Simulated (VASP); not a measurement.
Input of a VASP 6.6.1 run:

File INCAR:

```
SYSTEM = Si8GeSb3S2
PREC = Accurate ; ENCUT = 520
EDIFF = 1E-6 ; ISMEAR = 0
SIGMA = 0.1 ; LREAL = .FALSE.
LASPH = .TRUE. ; NELM = 100
ALGO = Normal ; ISIF = 2
LWAVE = .FALSE. ; LCHARG = .FALSE.
GGA = PE ; IVDW = 12
NBANDS = 50 ; ISYM = 0
```

File KPOINTS:

```
Automatic mesh
0
Gamma
  2 2 2
  0.5 0.5 0.5
```

Contents of POSCAR:

```
Si8GeSb3S2
1.0
    6.4993334325      0.3385744392      0.6711220509
    0.3104483664      6.4845780014     -0.0784620702
    0.6718108827     -0.0546592578      7.2000244404
Ge S Sb Si
1 2 3 8
Direct
    0.4503076473      0.5164046360      0.7646691868
    0.7157914003      0.6459427341      0.5297872804
    0.2902507819      0.5808192956      0.2999972525
    0.0152535682      0.2913680491      0.6360448705
    0.0741847257      0.3145195459      0.0152341744
    0.9220547867      0.9821230868      0.2601018521
    0.2405439670      0.7397200798      0.5818830241
    0.4731229681      0.7192849338      0.0544627752
    0.8764018975      0.8066632021      0.7142199421
    0.5570838860      0.2042498172      0.2973492854
    0.3863822017      0.0586764666      0.5634875548
    0.6351204189      0.1284351788      0.7487308775
    0.4304255321      0.0801871762      0.0431894307
    0.8378146216      0.6952403447      0.0293028627
```

Potentials or basis: VASP PAW PBE potentials, release 64 (Ge_d, S, Sb, Si).

Command:

```sh
$ cat potpaw_PBE.64/Ge_d/POTCAR potpaw_PBE.64/S/POTCAR potpaw_PBE.64/Sb/POTCAR potpaw_PBE.64/Si/POTCAR > POTCAR
$ mpirun -np 1 vasp_std > vasp.out
```

Task: What does it give for the largest force?

Result: 0.054 eV/Å.

Task: Estimate the dispersion energy per atom.

Result: -0.363 eV.

Task: What does it give for the pressure?

Result: 0.0 GPa.

Forces in eV/Å, atoms in the order of the input:
```
Ge  -0.016  0.001  0.008
S    0.021  0.042  0.004
S    0.001  0.054  0.002
Sb   0.007  0.003 -0.018
Sb  -0.023 -0.021  0.002
Sb   0.038  0.011  0.037
Si   0.019  0.002 -0.012
Si  -0.011  0.003  0.018
Si  -0.013 -0.032 -0.023
Si   0.003  0.039  0.001
Si  -0.003 -0.039  0.008
Si  -0.008 -0.013  0.001
Si   0.008 -0.035  0.004
Si  -0.023 -0.013 -0.030
```

Caveat: the k points lie up to 0.49 Å⁻¹ apart.
